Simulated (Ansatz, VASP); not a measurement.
# One calculation of SnO2, two programs

File INCAR:

```
PREC = Accurate
ENCUT = 600
EDIFF = 1E-6
ISMEAR = -1
SIGMA = 0.05
LREAL = False
LASPH = True
NELM = 80
ALGO = Normal
ISIF = 3
LWAVE = False
LCHARG = False
GGA = RP
IBRION = 2
NSW = 60
EDIFFG = -0.01
```

KPOINTS

```
regular mesh
0
Gamma
  10 10 10
```

Contents of POSCAR:

```
SnO2
1.0
    1.6170930752      0.9336291223      4.8005925840
   -1.6170930752      0.9336291223      4.8005925840
    0.0000000000     -1.8672582446      4.8005925840
Sn O
1 2
Direct
    0.5000000000      0.5000000000      0.5000000000
    0.7628300000      0.7628300000      0.7628300000
    0.2371700000      0.2371700000      0.2371700000
```

input.yaml

```yaml
crystal:
  lattice:
    - [1.6170930752, 0.9336291223, 4.800592584]
    - [-1.6170930752, 0.9336291223, 4.800592584]
    - [0.0, -1.8672582446, 4.800592584]
  atoms:
    - { symbol: Sn, position: [0.5, 0.5, 0.5] }
    - { symbol: O, position: [0.76283, 0.76283, 0.76283] }
    - { symbol: O, position: [0.23717, 0.23717, 0.23717] }
hamiltonian:
  xc: rpbe
  pseudopotentials: { kind: paw }
kpoints:
  mp_grid: { grid: [10, 10, 10] }
scf:
  occupations: { method: fermi_dirac, width: 0.05 }
output:
  forces: true
  stress: true
  eigenvalues: true
relax:
  f_tol: 0.01
  max_steps: 40
  cell: { stress_tol: 0.05 }
```

Alike in both runs: task relaxation of cell and atoms; functional RPBE; k mesh 10 × 10 × 10; occupations fermi-dirac, width 0.05 eV; no spin polarisation.

|  | VASP | Ansatz |
| --- | --- | --- |
| version | VASP 6.6.1 | Ansatz 0.2.0 |
| potentials or method | VASP PAW PBE potentials, release 64 (Sn_d, O) | Ansatz PAW |
| plane-wave cutoff (eV) | 600 | 420 |
| valence electrons in the cell | 26 | 26 |

VASP gave:

* gap on the k mesh at the Fermi level, each at its own relaxed structure (eV): 2.17
* relaxed volume (Å³/atom): 16.57
* relaxed cell length with the largest relative difference (Å): 5.735

What did Ansatz give for the same quantities?

gap on the k mesh at the Fermi level, each at its own relaxed structure (eV): 2.30; relaxed volume (Å³/atom): 17.43; relaxed cell length with the largest relative difference (Å): 6.017.

VASP's potentials were made for PBE, not for RPBE. One of these differences is far larger than is usual between the two programs; its cause wasn't traced.

Noted on Ansatz's run: the volume moved by over 15 % at a fixed basis, so the end points are rough; the plane-wave basis is chosen anew once the cell has moved, so the energies of steps on either side of that aren't comparable.
